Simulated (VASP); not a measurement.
Here is a VASP 6.6.1 calculation.

INCAR

```
  ALGO = Normal
  EDIFF = 1E-6
  ENCUT = 520
  GGA = CA
  ISIF = 2
  ISMEAR = -1
  LASPH = T
  LCHARG = F
  LREAL = F
  LWAVE = F
  NBANDS = 12
  NELM = 100
  PREC = Accurate
  SIGMA = 0.05
```

The input KPOINTS:

```
k-points
0
Gamma
  8 8 8
```

File POSCAR:

```
Sb
1.0
    2.1542000000      1.2437279499      3.7580000000
   -2.1542000000      1.2437279499      3.7580000000
    0.0000000000     -2.4874558998      3.7580000000
Sb
2
Direct
    0.7665100000      0.7665100000      0.7665100000
    0.2334900000      0.2334900000      0.2334900000
```

Potentials or basis: VASP PAW LDA potentials, release 64 (Sb).

Run with:

```sh
$ cat potpaw_LDA.64/Sb/POTCAR > POTCAR
$ mpirun -np 1 vasp_std > vasp.out
```

Problem. Predict the pressure.

Solution. -0.9 GPa.

Problem. Predict the largest force.

Solution. 0.076 eV/Å.

Problem. What does it give for the band gap on the k mesh?

Solution. Zero (band 5 reaches 7.20 eV, above the bottom of band 6 at 6.89 eV).

Stress tensor (GPa, compression positive):
```
-0.74  0.00  0.00
 0.00 -0.74  0.00
 0.00  0.00 -1.29
```

Caveat: spin-orbit coupling is left out, which moves the levels of the heavy elements.
